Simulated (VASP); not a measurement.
# GaSbAs2 (P-4m2) in VASP: vibrations by perturbation theory with PBEsol

Aim: the vibrations by perturbation theory of GaSbAs2 with PBEsol.

All numbers are computed with VASP 6.6.1; they aren't measurements. Logs are shortened: lines on timing, memory, paths and dates and some standing lists are left out, and cuts for length are marked.

## (1) The cell of the first run

It takes space group P-4m2 (No. 115, tetragonal). Conventional cell: a = 4.070 Å, b = 4.070 Å, c = 6.594 Å, α = 90.00°, β = 90.00°, γ = 90.00°. Within 3.3 Å of Ga (site symmetry -4m2) lie 4 As at 2.47 Å. Sb (site symmetry -4m2) has 4 As at 2.78 Å within 3.7 Å. Within 3.3 Å of As (site symmetry 2mm) lie 2 Ga at 2.47 Å and 2 Sb at 2.78 Å.

## (2) Vibrations by perturbation theory, PBEsol

File INCAR:

```
PREC = Accurate
ENCUT = 520
EDIFF = 1E-8
ISMEAR = -1
SIGMA = 0.15
LREAL = False
LASPH = True
NELM = 80
ALGO = Normal
ISIF = 2
LWAVE = False
LCHARG = False
GGA = PS
IBRION = 8
NSW = 1
```

File KPOINTS:

```
regular mesh
0
Gamma
  10 10 6
```

File POSCAR:

```
GaSbAs2
1.0
    4.0698595308      0.0000000000      0.0000000000
    0.0000000000      4.0698595308      0.0000000000
    0.0000000000      0.0000000000      6.5942459676
Ga Sb As
1 1 2
Direct
    0.5000000000      0.5000000000      0.0000000000
    0.0000000000      0.0000000000      0.5000000000
    0.5000000000      0.0000000000      0.7871715311
    0.0000000000      0.5000000000      0.2128284689
```

Potentials or basis: VASP PAW PBE potentials, release 64 (Ga_d, Sb, As).

Command:

```bash
$ cat potpaw_PBE.64/Ga_d/POTCAR potpaw_PBE.64/Sb/POTCAR potpaw_PBE.64/As/POTCAR > POTCAR
$ mpirun -np 1 vasp_std > vasp.out
```

OUTCAR:

```text
PREC = Accurate
   ENCUT = 520
   EDIFF = 1E-8
   ISMEAR = -1
   LREAL = False
   LASPH = True
   NELM = 80
   ISIF = 2
   GGA = PS
   IBRION = 8
   NSW = 1

 ion  position               nearest neighbor table
   1  0.500  0.500  0.000-   3 2.47   4 2.47   3 2.47   4 2.47
   2  0.000  0.000  0.500-   3 2.78   4 2.78   4 2.78   3 2.78
   3  0.500  0.000  0.787-   1 2.47   1 2.47   2 2.78   2 2.78
   4  0.000  0.500  0.213-   1 2.47   1 2.47   2 2.78   2 2.78

  LATTYP: Found a simple tetragonal cell.
 ALAT       =     4.0698595308
 C/A-ratio  =     1.6202637751

  Lattice vectors:

 A1 = (   4.0698595308,   0.0000000000,   0.0000000000)
 A2 = (   0.0000000000,   4.0698595308,   0.0000000000)
 A3 = (   0.0000000000,   0.0000000000,   6.5942459676)

Analysis of symmetry for initial positions (statically):
=====================================================================
 Subroutine PRICEL returns:
 Original cell was already a primitive cell.

 Routine SETGRP: Setting up the symmetry group for a
 simple tetragonal supercell.

 Subroutine GETGRP returns: Found  8 space group operations
 (whereof  8 operations were pure point group operations)
 out of a pool of 16 trial point group operations.

The static configuration has the point symmetry D_2d.

Analysis of symmetry for dynamics (positions and initial velocities):
=====================================================================
 Subroutine PRICEL returns:
 Original cell was already a primitive cell.

 Routine SETGRP: Setting up the symmetry group for a
 simple tetragonal supercell.

 Subroutine GETGRP returns: Found  8 space group operations
 (whereof  8 operations were pure point group operations)
 out of a pool of 16 trial point group operations.

The dynamic configuration has the point symmetry D_2d.

 Subroutine INISYM returns: Found  8 space group operations
 (whereof  8 operations are pure point group operations),
 and found     1 'primitive' translations

----------------------------------------------------------------------------------------

                                     Primitive cell

  volume of cell :     109.2255

  direct lattice vectors                    reciprocal lattice vectors
     4.069859531  0.000000000  0.000000000     0.245708726  0.000000000  0.000000000
     0.000000000  4.069859531  0.000000000     0.000000000  0.245708726  0.000000000
     0.000000000  0.000000000  6.594245968     0.000000000  0.000000000  0.151647361

  length of vectors
     4.069859531  4.069859531  6.594245968     0.245708726  0.245708726  0.151647361

  position of ions in fractional coordinates (direct lattice)
     0.500000000  0.500000000  0.000000000
     0.000000000  0.000000000  0.500000000
     0.500000000  0.000000000  0.787171531
     0.000000000  0.500000000  0.212828469

  ion indices of the primitive-cell ions
   primitive index   ion index
                 1           1
                 2           2
                 3           3
                 4           4

----------------------------------------------------------------------------------------

 KPOINTS: regular mesh

Automatic generation of k-mesh.
 Grid dimensions read from file:
 generate k-points for:   10   10    6

 Generating k-lattice:

  Cartesian coordinates                     Fractional coordinates (reciprocal lattice)
     0.024570873  0.000000000  0.000000000     0.100000000  0.000000000  0.000000000
     0.000000000  0.024570873  0.000000000     0.000000000  0.100000000  0.000000000
     0.000000000  0.000000000  0.025274560     0.000000000  0.000000000  0.166666667

  Length of vectors
     0.024570873  0.024570873  0.025274560

  Shift w.r.t. Gamma in fractional coordinates (k-lattice)
     0.000000000  0.000000000  0.000000000

 Subroutine IBZKPT returns following result:
 ===========================================
[... 71 lines left out ...]
  Thomas-Fermi vector in A             =   2.174521
   LORBIT       =      0    0 simple, 1 ext, 2 COOP (PROOUT), +10 PAW based schemes
   GGA     = PS    functional components
   LHFCALC =     F    Hartree Fock is set to
   AEXX    =    0.0000 exact exchange contribution
   IVDW    =     0    specifies the selected vdW correction
   LEPSILON=     F    determine dielectric tensor
   LRPA    =     F    only Hartree local field effects (RPA)
 non-spin polarized calculation
  energy-cutoff  :      520.00
  volume of cell :      109.23
 maximum number of plane-waves:      2968
   NGX = 15   NGY = 15   NGZ = 25

--------------------------------------- Ionic step        1  -------------------------------------------

 number of electron      28.0000007 magnetization

 Free energy of the ion-electron system (eV)
  ---------------------------------------------------
  ext. energy  EPLUGINS =         0.00000000
  ---------------------------------------------------
  free energy    TOTEN  =       -17.64565706 eV

  energy without entropy =      -17.49841704  energy(sigma->0) =      -17.57203705

 E-fermi :   4.3719     XC(G=0):  -9.2265

 val. band max:        4.3688603630   @ k =   0.4000   0.2000   0.5000
 cond. band min:       4.3730343273   @ k =   0.5000   0.2000   0.5000
 fundamental gap:      0.0041739643
 Fermi energy:         4.3719232619

 k-point     1 :       0.0000    0.0000    0.0000
  band No.  band energies     occupation
      1     -10.9299      2.00000
      2     -10.8611      2.00000
      3     -10.8611      2.00000
      4     -10.8261      2.00000
      5     -10.7884      2.00000
      6      -8.7924      2.00000
[... 481 lines left out ...]
      5     -10.7912      2.00000
      6      -8.4468      2.00000
[... 10 lines left out ...]
     17       6.1072      0.00002
     18       6.8062      0.00000

 [... further k-points ...]

------------------------ aborting loop because EDIFF is reached ----------------------------------------

  FORCE on cell =-STRESS in cart. coord.  units (eV):
  Direction    XX          YY          ZZ          XY          YZ          ZX
  --------------------------------------------------------------------------------------
  -------------------------------------------------------------------------------------
  Total        0.0709152      0.0709152      0.1246285      0.0000000      0.0000000      0.0000000
  in kB        1.0402220      1.0402220      1.8281173      0.0000000      0.0000000      0.0000000
  external PRESSURE =       1.3028538 kB  Pullay stress =       0.0000000 kB

 VOLUME and BASIS-vectors are now :
 -----------------------------------------------------------------------------
  energy-cutoff  :      520.00
  volume of cell :      109.23
      direct lattice vectors                 reciprocal lattice vectors
     4.069859531  0.000000000  0.000000000     0.245708726  0.000000000  0.000000000
     0.000000000  4.069859531  0.000000000     0.000000000  0.245708726  0.000000000
     0.000000000  0.000000000  6.594245968     0.000000000  0.000000000  0.151647361

 POSITION                                       TOTAL-FORCE (eV/Angst)
 -----------------------------------------------------------------------------------
      2.03493      2.03493      0.00000         0.000000     -0.000000      0.000000
      0.00000      0.00000      3.29712        -0.000000      0.000000      0.000000
      2.03493      0.00000      5.19080        -0.000000      0.000000      0.008075
      0.00000      2.03493      1.40344         0.000000      0.000000     -0.008075
 -----------------------------------------------------------------------------------
    total drift:                                0.000000      0.000000      0.000000

  FREE ENERGIE OF THE ION-ELECTRON SYSTEM (eV)
  ---------------------------------------------------
  free  energy   TOTEN  =       -17.6456570639 eV

  energy  without entropy=      -17.4984170409  energy(sigma->0) =      -17.57203705

[... ionic steps 2 to 9 ...]

--------------------------------------- Ionic step       10  -------------------------------------------

------------------------ aborting loop because EDIFF is reached ----------------------------------------

--------------------------------------- Ionic step       11  -------------------------------------------

------------------------ aborting loop because EDIFF is reached ----------------------------------------

--------------------------------------- Ionic step       12  -------------------------------------------

 Free energy of the ion-electron system (eV)
  ---------------------------------------------------
  ---------------------------------------------------
  free energy    TOTEN  =        -0.05172481 eV

  energy without entropy =       -0.05174267

------------------------ aborting loop because EDIFF is reached ----------------------------------------

 INTERNAL STRAIN TENSOR  FOR ION    3  DIRECTION 3   (eV/Angst):
 -----------------------------------------------------------------------------
    -3.79494  0.00000  0.00000
     0.00000  3.51497  0.00000
     0.00000  0.00000 -2.69247

 INTERNAL STRAIN TENSOR FOR ION    4 for displacements in x,y,z  (eV/Angst):
          X           Y           Z          XY          YZ          ZX
  --------------------------------------------------------------------------------
  x     0.00000     0.00000     0.00000     0.00000     0.00000   -13.91833
  y     0.00000     0.00000     0.00000     0.00000     5.67052     0.00000
  z    -3.51497     3.79494     2.69247     0.00000     0.00000     0.00000

 SECOND DERIVATIVES (NOT SYMMETRIZED)
 ------------------------------------
               1X          1Y          1Z          2X          2Y          2Z          3X          3Y          3Z          4X          4Y          4Z
  1X    -6.399628    0.000000    0.000000   -0.236815    0.000000    0.000000    0.114200    0.000000    0.000000    6.522243    0.000000    0.000000
  1Y     0.000000   -6.399628    0.000000    0.000000   -0.236815    0.000000    0.000000    6.522243    0.000000    0.000000    0.114200    0.000000
  1Z     0.000000    0.000000   -8.112943    0.000000    0.000000    1.223057    0.000000    0.000000    3.444943    0.000000    0.000000    3.444943
  2X    -0.256547    0.000000    0.000000   -4.819447    0.000000    0.000000    4.518317    0.000000    0.000000    0.557677    0.000000    0.000000
  2Y     0.000000   -0.256547    0.000000    0.000000   -4.819447    0.000000    0.000000    0.557677    0.000000    0.000000    4.518317    0.000000
  2Z     0.000000    0.000000    1.243108    0.000000    0.000000   -4.748368    0.000000    0.000000    1.752630    0.000000    0.000000    1.752630
  3X     0.098783    0.000000    0.000000    4.521797    0.000000    0.000000   -4.482023    0.000000    0.000000   -0.138557    0.000000    0.000000
  3Y     0.000000    6.502674    0.000000    0.000000    0.558927    0.000000    0.000000   -6.923218    0.000000    0.000000   -0.138383    0.000000
  3Z     0.000000    0.000000    3.460847    0.000000    0.000000    1.755516    0.000000    0.000000   -7.088819    0.000000    0.000000    1.872456
  4X     6.502674    0.000000    0.000000    0.558927    0.000000    0.000000   -0.138383    0.000000    0.000000   -6.923218    0.000000    0.000000
  4Y     0.000000    0.098783    0.000000    0.000000    4.521797    0.000000    0.000000   -0.138557    0.000000    0.000000   -4.482023    0.000000
  4Z     0.000000    0.000000    3.460847    0.000000    0.000000    1.755516    0.000000    0.000000    1.872456    0.000000    0.000000   -7.088819

 Eigenvectors and eigenvalues of the dynamical matrix
 ----------------------------------------------------

   1 f  =    6.680979 THz    41.977826 2PiTHz  222.853458 cm-1    27.630295 meV
             X         Y         Z           dx          dy          dz
      2.034930  2.034930  0.000000    -0.674861   -0.199387    0.000000
      0.000000  0.000000  3.297123    -0.053181   -0.015712    0.000000
      2.034930  0.000000  5.190803     0.038797    0.200372   -0.000000
      0.000000  2.034930  1.403443     0.678194    0.011463   -0.000000
[... 71 lines left out ...]
  12 f/i=    0.031612 THz     0.198624 2PiTHz    1.054465 cm-1     0.130737 meV
             X         Y         Z           dx          dy          dz
      2.034930  2.034930  0.000000    -0.345113    0.259807   -0.000000
      0.000000  0.000000  3.297123    -0.490849    0.369521   -0.000000
      2.034930  0.000000  5.190803    -0.385675    0.270898   -0.000000
      0.000000  2.034930  1.403443    -0.359844    0.290344   -0.000000

--------------------------------------------------------------------------------------------------------

 ELASTIC MODULI CONTR FROM IONIC RELAXATION (kBar)
 Direction    XX          YY          ZZ          XY          YZ          ZX
 --------------------------------------------------------------------------------
 XX         -76.6105     76.4822     -1.2339      0.0000     -0.0000     -0.0000
 YY          76.4822    -76.6105     -1.2339      0.0000      0.0000      0.0000
 ZZ          -1.2339     -1.2339    -23.7328      0.0000     -0.0000     -0.0000
 XY           0.0000      0.0000      0.0000      0.0000      0.0000      0.0000
 YZ          -0.0000      0.0000     -0.0000      0.0000   -584.5410     -0.0000
 ZX          -0.0000      0.0000     -0.0000      0.0000     -0.0000   -738.8205
 --------------------------------------------------------------------------------
```

Run time: 70 min. Hardware: 1 thread of Oxide Virtual Turin-like, shared host; peak memory 0.92 GiB.

Results:

| Quantity | Value |
| --- | --- |
| Highest phonon frequency at Γ, LO-TO splitting left out | 223 cm⁻¹ |

Phonon frequencies in cm⁻¹ (negative: imaginary):
| q point | frequencies |
| --- | --- |
| (0.000, 0.000, 0.000) | -1 -1 0 30 30 128 163 163 180 212 223 223 |

Caveat: the PAW data sets were made with another functional, which shifts forces and pressure a little; spin-orbit coupling is left out, which moves the levels of the heavy elements.
